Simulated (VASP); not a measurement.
# TiS2 (P-3m1) in VASP: single point with HSE06

Aim: the single point of TiS2 with HSE06.

Program: VASP 6.6.1. These are calculated values, not measurements. Logs are shortened: lines on timing, memory, paths and dates and some standing lists are left out, and cuts for length are marked.

## (1) The cell of the first run

Symmetry: P-3m1, No. 164, trigonal system. The conventional cell has a = 3.411 Å, b = 3.411 Å, c = 5.741 Å, α = 90.00°, β = 90.00°, γ = 120.00°. Within 3.2 Å of Ti (site symmetry -3m) lie 6 S at 2.42 Å. S (site symmetry 3m) has 3 Ti at 2.42 Å within 3.2 Å.

## (2) Single point, HSE06

The input, POSCAR:

```
TiS2
1.0
    3.4109097408      0.0000000000      0.0000000000
   -1.7054548704      2.9539344856      0.0000000000
    0.0000000000      0.0000000000      5.7407038262
Ti S
1 2
Direct
    0.0000000000      0.0000000000      0.0000000000
    0.3333333333      0.6666666667      0.2448343712
    0.6666666667      0.3333333333      0.7551656288
```

The input, INCAR.step1:

```
PREC     = Accurate       # precision mode
ENCUT    = 400            # plane-wave cutoff, eV
EDIFF    = 1E-5           # SCF threshold, eV
ISMEAR   = -1             # smearing method
SIGMA    = 0.02           # smearing width, eV
LREAL    = F              # projectors in reciprocal space
LASPH    = T              # aspherical terms in the spheres
NELM     = 120            # most SCF steps
ALGO     = Normal         # electronic algorithm
ISIF     = 2              # what is computed and relaxed
LWAVE    = T              # write WAVECAR
NBANDS   = 19             # bands
GGA      = PE             # functional
GGA_COMPAT= F
```

The input, INCAR.step2:

```
PREC     = Accurate       # precision mode
ENCUT    = 400            # plane-wave cutoff, eV
EDIFF    = 1E-6           # SCF threshold, eV
ISMEAR   = -1             # smearing method
SIGMA    = 0.02           # smearing width, eV
LREAL    = F              # projectors in reciprocal space
LASPH    = T              # aspherical terms in the spheres
NELM     = 120            # most SCF steps
ALGO     = Normal         # electronic algorithm
ISIF     = 2              # what is computed and relaxed
LWAVE    = F              # write WAVECAR
LCHARG   = T              # write CHGCAR
GGA      = PE             # functional
LHFCALC  = T              # exact exchange
HFSCREEN = 0.2079         # screening, 1/A
PRECFOCK = Normal       
LELF     = T              # ELF
LVHAR    = T            
NBANDS   = 19             # bands
ISTART   = 1            
GGA_COMPAT= F
```

The input, KPOINTS:

```
Automatic mesh
0
Gamma
  6 6 4
```

Potentials or basis: VASP PAW PBE potentials, release 64 (Ti_sv, S).

Started as:

```
$ cat potpaw_PBE.64/Ti_sv/POTCAR potpaw_PBE.64/S/POTCAR > POTCAR
$ cp INCAR.step1 INCAR
$ mpirun -np 1 vasp_std > vasp.out
$ cp INCAR.step2 INCAR
$ mpirun -np 1 vasp_std > vasp.out
```

OUTCAR:

```text
PREC = Accurate
   ENCUT = 400
   EDIFF = 1E-6
   ISMEAR = -1
   LREAL = F
   LASPH = T
   NELM = 120
   ISIF = 2
   GGA = PE
   LHFCALC = T
   HFSCREEN = 0.2079
   PRECFOCK = Normal
   ISTART = 1

 ion  position               nearest neighbor table
   1  0.000  0.000  0.000-   2 2.42   3 2.42   3 2.42   2 2.42   3 2.42   2 2.42
   2  0.333  0.667  0.245-   1 2.42   1 2.42   1 2.42
   3  0.667  0.333  0.755-   1 2.42   1 2.42   1 2.42

  LATTYP: Found a hexagonal cell.
 ALAT       =     3.4109097408
 C/A-ratio  =     1.6830418459

  Lattice vectors:

 A1 = (   3.4109097408,   0.0000000000,   0.0000000000)
 A2 = (  -1.7054548704,   2.9539344856,   0.0000000000)
 A3 = (   0.0000000000,   0.0000000000,   5.7407038262)

Analysis of symmetry for initial positions (statically):
=====================================================================
 Subroutine PRICEL returns:
 Original cell was already a primitive cell.

 Routine SETGRP: Setting up the symmetry group for a
 hexagonal supercell.

 Subroutine GETGRP returns: Found 12 space group operations
 (whereof 12 operations were pure point group operations)
 out of a pool of 24 trial point group operations.

The static configuration has the point symmetry D_3d.

Analysis of symmetry for dynamics (positions and initial velocities):
=====================================================================
 Subroutine PRICEL returns:
 Original cell was already a primitive cell.

 Routine SETGRP: Setting up the symmetry group for a
 hexagonal supercell.

 Subroutine GETGRP returns: Found 12 space group operations
 (whereof 12 operations were pure point group operations)
 out of a pool of 24 trial point group operations.

The dynamic configuration has the point symmetry D_3d.

 Subroutine INISYM returns: Found 12 space group operations
 (whereof 12 operations are pure point group operations),
 and found     1 'primitive' translations

----------------------------------------------------------------------------------------

                                     Primitive cell

  volume of cell :      57.8411

  direct lattice vectors                    reciprocal lattice vectors
     3.410909741  0.000000000  0.000000000     0.293176916  0.169265772  0.000000000
    -1.705454870  2.953934486  0.000000000     0.000000000  0.338531543  0.000000000
     0.000000000  0.000000000  5.740703826     0.000000000  0.000000000  0.174194669

  length of vectors
     3.410909741  3.410909741  5.740703826     0.338531543  0.338531543  0.174194669

  position of ions in fractional coordinates (direct lattice)
     0.000000000  0.000000000  0.000000000
     0.333333333  0.666666667  0.244834371
     0.666666667  0.333333333  0.755165629

  ion indices of the primitive-cell ions
   primitive index   ion index
                 1           1
                 2           2
                 3           3

----------------------------------------------------------------------------------------

 KPOINTS: Automatic mesh

Automatic generation of k-mesh.
 Grid dimensions read from file:
 generate k-points for:    6    6    4

 Generating k-lattice:

  Cartesian coordinates                     Fractional coordinates (reciprocal lattice)
     0.048862819  0.028210962  0.000000000     0.166666667  0.000000000  0.000000000
     0.000000000  0.056421924  0.000000000     0.000000000  0.166666667  0.000000000
     0.000000000  0.000000000  0.043548667     0.000000000  0.000000000  0.250000000

  Length of vectors
     0.056421924  0.056421924  0.043548667

  Shift w.r.t. Gamma in fractional coordinates (k-lattice)
     0.000000000  0.000000000  0.000000000

 Subroutine IBZKPT returns following result:
 ===========================================

 Found     24 irreducible k-points:

 Following reciprocal coordinates:
            Coordinates               Weight
  0.000000  0.000000  0.000000      1.000000
  0.166667 -0.000000  0.000000      6.000000
  0.333333  0.000000  0.000000      6.000000
  0.500000 -0.000000  0.000000      3.000000
  0.166667  0.166667  0.000000      6.000000
  0.333333  0.166667  0.000000     12.000000
[... 16 lines left out ...]
  0.333333  0.166667  0.500000     12.000000
  0.333333  0.333333  0.500000      2.000000
   k-points           NKPTS =     24   k-points in BZ     NKDIM =    144   number of bands    NBANDS=     19
   number of dos      NEDOS =    301   number of ions     NIONS =      3
   total plane-waves  NPLWV =  23040
   dimension x,y,z NGX =    24 NGY =   24 NGZ =   40
   dimension x,y,z NGXF=    48 NGYF=   48 NGZF=   80
   ions per type =               1   2
   NGX,Y,Z   is equivalent  to a cutoff of  11.70, 11.70, 11.58 a.u.
   NGXF,Y,Z  is equivalent  to a cutoff of  23.39, 23.39, 23.17 a.u.
 SYSTEM =  unknown system
   PREC   = accura    normal or accurate (medium, high low for compatibility)
   ISTART =      1    job   : 0-new  1-cont  2-samecut
   ICHARG =      0    charge: 1-file 2-atom 10-const
   ISPIN  =      1    spin polarized calculation?
   LNONCOLLINEAR =      F non collinear calculations
   LSORBIT =      F    spin-orbit coupling
   LASPH  =      T    aspherical Exc in radial PAW
   ENCUT  =  400.0 eV  29.40 Ry    5.42 a.u.   5.56  5.56  9.36*2*pi/ulx,y,z
   NELM   =    120;   NELMIN=  2; NELMDL=  0     # of ELM steps
   EDIFF  = 0.1E-05   stopping-criterion for ELM
   LREAL  =      F    real-space projection
   EDIFFG = 0.1E-04   stopping-criterion for IOM
   NSW    =      0    number of steps for IOM
   IBRION =     -1    ionic relax: 0-MD 1-quasi-New 2-CG
   NFREE  =      0    steps in history (QN), initial steepest desc. (CG)
   ISIF   =      2    stress and relaxation
   ISYM   =      3    0-nonsym 1-usesym 2-fastsym
   POTIM  = 0.5000    time-step for ionic-motion
   TEBEG  =    0.0;   TEEND  =   0.0 temperature during run
   PSTRESS=    0.0 pullay stress
   NELECT =      24.0000    total number of electrons
   NUPDOWN=      -1.0000    fix difference up-down
   EMIN   =  10.00;   EMAX   =-10.00  energy-range for DOS
   EFERMI =   0.00;   METHOD = LEGACY
   ISMEAR =    -1;   SIGMA  =   0.02  broadening in eV -4-tet -1-fermi 0-gaus
   EFERMI_NEDOS =   21; number of points for ismear=-14 and -15
   IALGO  =     38    algorithm
   IMIX   =      1    mixing-type and parameters
     AMIX     =   0.40;   BMIX     =  1.00
     AMIX_MAG =   1.60;   BMIX_MAG =  1.00
  volume/ion in A,a.u.               =      19.28       130.11
  Fermi-wavevector in a.u.,A,eV,Ry     =   1.221049  2.307448 20.285758  1.490961
  Thomas-Fermi vector in A             =   2.356245
   LORBIT       =      0    0 simple, 1 ext, 2 COOP (PROOUT), +10 PAW based schemes
   GGA     = PE    functional components
   LHFCALC =     T    Hartree Fock is set to
   PRECFOCK=normal    Normal, Fast or Accurate (Low or Medium for compatibility)
   ENCUT4O =  -1.0   cutoff for four orbital integrals eV
   NKREDX  =     1    reduce k-point grid by
   NKREDY  =     1    reduce k-point grid by
   NKREDZ  =     1    reduce k-point grid by
   AEXX    =    0.2500 exact exchange contribution
   HFSCREEN=    0.2079 screening length (either q_TF or 0.3 A-1)
   HFSCREENC=   0.2079 screening length for correlation (either q_TF or 0.3 A-1)
   ENCUTFOCK=  -1.0 apply spherical cutoff to Coloumb kernel
   IVDW    =     0    specifies the selected vdW correction
   LEPSILON=     F    determine dielectric tensor
   LRPA    =     F    only Hartree local field effects (RPA)
 non-spin polarized calculation
  energy-cutoff  :      400.00
  volume of cell :       57.84
 maximum number of plane-waves:      1074
 NGX is ok and might be reduce to    24
  NGX = 18; NGY = 18; NGZ = 30

 number of electron      24.0000002 magnetization

 Free energy of the ion-electron system (eV)
  ---------------------------------------------------
  ext. energy  EPLUGINS =         0.00000000
  ---------------------------------------------------
  free energy    TOTEN  =       -24.20675762 eV

  energy without entropy =      -24.20675762  energy(sigma->0) =      -24.20675762

 E-fermi :   5.3139     XC(G=0):  -8.3117

 val. band max:        5.0165716078   @ k =   0.0000   0.0000   0.0000
 cond. band min:       5.6185323801   @ k =   0.5000  -0.0000   0.5000
 fundamental gap:      0.6019607723
 Fermi energy:         5.3139229051

 k-point     1 :       0.0000    0.0000    0.0000
  band No.  band energies     occupation
      1     -57.6036      2.00000
      2     -32.1892      2.00000
      3     -32.1204      2.00000
      4     -32.1204      2.00000
      5     -10.3521      2.00000
      6      -8.4825      2.00000
[... 11 lines left out ...]
     18      11.8705      0.00000
     19      12.7939      0.00000

 k-point     2 :       0.1667   -0.0000    0.0000
  band No.  band energies     occupation
      1     -57.6004      2.00000
      2     -32.1826      2.00000
      3     -32.1582      2.00000
      4     -32.1293      2.00000
      5      -9.9976      2.00000
      6      -8.4157      2.00000
[... 11 lines left out ...]
     18      13.2728      0.00000
     19      13.9955      0.00000

 k-point     3 :       0.3333    0.0000    0.0000
  band No.  band energies     occupation
      1     -57.5934      2.00000
      2     -32.2335      2.00000
      3     -32.1692      2.00000
      4     -32.1468      2.00000
      5      -9.1364      2.00000
      6      -8.3021      2.00000
[... 11 lines left out ...]
     18      13.1092      0.00000
     19      13.8043      0.00000

 k-point     4 :       0.5000   -0.0000    0.0000
  band No.  band energies     occupation
      1     -57.5900      2.00000
      2     -32.2707      2.00000
      3     -32.1626      2.00000
      4     -32.1555      2.00000
      5      -8.4725      2.00000
      6      -8.3723      2.00000
[... 407 lines left out ...]
     18      14.2885      0.00000
     19      14.6311      0.00000

 k-point    23 :       0.3333    0.1667    0.5000
  band No.  band energies     occupation
      1     -57.5899      2.00000
      2     -32.2512      2.00000
      3     -32.1752      2.00000
      4     -32.1626      2.00000
      5      -8.5176      2.00000
      6      -8.3250      2.00000
[... 11 lines left out ...]
     18      12.7787      0.00000
     19      13.6499      0.00000

 k-point    24 :       0.3333    0.3333    0.5000
  band No.  band energies     occupation
      1     -57.5881      2.00000
      2     -32.2247      2.00000
      3     -32.2247      2.00000
      4     -32.1597      2.00000
      5      -8.2585      2.00000
      6      -8.2585      2.00000
[... 11 lines left out ...]
     18      13.7834      0.00000
     19      13.7834      0.00000

------------------------ aborting loop because EDIFF is reached ----------------------------------------

  FORCE on cell =-STRESS in cart. coord.  units (eV):
  Direction    XX          YY          ZZ          XY          YZ          ZX
  --------------------------------------------------------------------------------------
  -------------------------------------------------------------------------------------
  Total       -0.2037094     -0.2037094     -0.0317673      0.0000000      0.0000000      0.0000000
  in kB       -5.6426803     -5.6426803     -0.8799441      0.0000000      0.0000000      0.0000000
  external PRESSURE =      -4.0551016 kB  Pullay stress =       0.0000000 kB

 VOLUME and BASIS-vectors are now :
 -----------------------------------------------------------------------------
  energy-cutoff  :      400.00
  volume of cell :       57.84
      direct lattice vectors                 reciprocal lattice vectors
     3.410909741  0.000000000  0.000000000     0.293176916  0.169265772  0.000000000
    -1.705454870  2.953934486  0.000000000     0.000000000  0.338531543  0.000000000
     0.000000000  0.000000000  5.740703826     0.000000000  0.000000000  0.174194669

 POSITION                                       TOTAL-FORCE (eV/Angst)
 -----------------------------------------------------------------------------------
      0.00000      0.00000      0.00000         0.000000      0.000000      0.000000
     -0.00000      1.96929      1.40552        -0.000000     -0.000000     -0.236732
      1.70545      0.98464      4.33518        -0.000000      0.000000      0.236732
 -----------------------------------------------------------------------------------
    total drift:                                0.000000     -0.000000     -0.000001

  FREE ENERGIE OF THE ION-ELECTRON SYSTEM (eV)
  ---------------------------------------------------
  free  energy   TOTEN  =       -24.2067576233 eV

  energy  without entropy=      -24.2067576168  energy(sigma->0) =      -24.20675762
```

It took 64 min on 1 thread of Intel Xeon Platinum 8375C at 2.90GHz (Ice Lake), shared host; peak memory 0.28 GiB.

What came out:

```
Free energy            : -24.2068 eV
Pressure               : -0.4 GPa
Largest force          : 0.237 eV/Å
Band gap on the k mesh : 0.60 eV (least direct gap 1.15 eV)
```

Forces in eV/Å, atoms in the order of the input:
```
Ti   0.000  0.000  0.000
S    0.000  0.000 -0.237
S    0.000  0.000  0.237
```

Levels at points of the mesh, in eV from the valence-band top:
```csv
k point,band 10,band 11,band 12,band 13,band 14,band 15
"(0.00, 0.00, 0.00)",-0.20,0.00,0.00,1.15,1.15,1.78
"(0.50, 0.00, 0.00)",-3.21,-2.98,-1.90,0.85,2.42,2.91
"(0.00, 0.00, 0.50)",-2.66,-0.16,-0.16,1.13,1.13,2.38
"(0.50, 0.00, 0.50)",-3.28,-1.60,-1.59,0.60,2.40,2.87
```

Caveat: the PAW data sets were made with another functional, which shifts forces and pressure a little; this functional lacks dispersion, which binds layers or chains, so the pressure and a relaxed spacing across them are unreliable. A k mesh can miss the band edges.
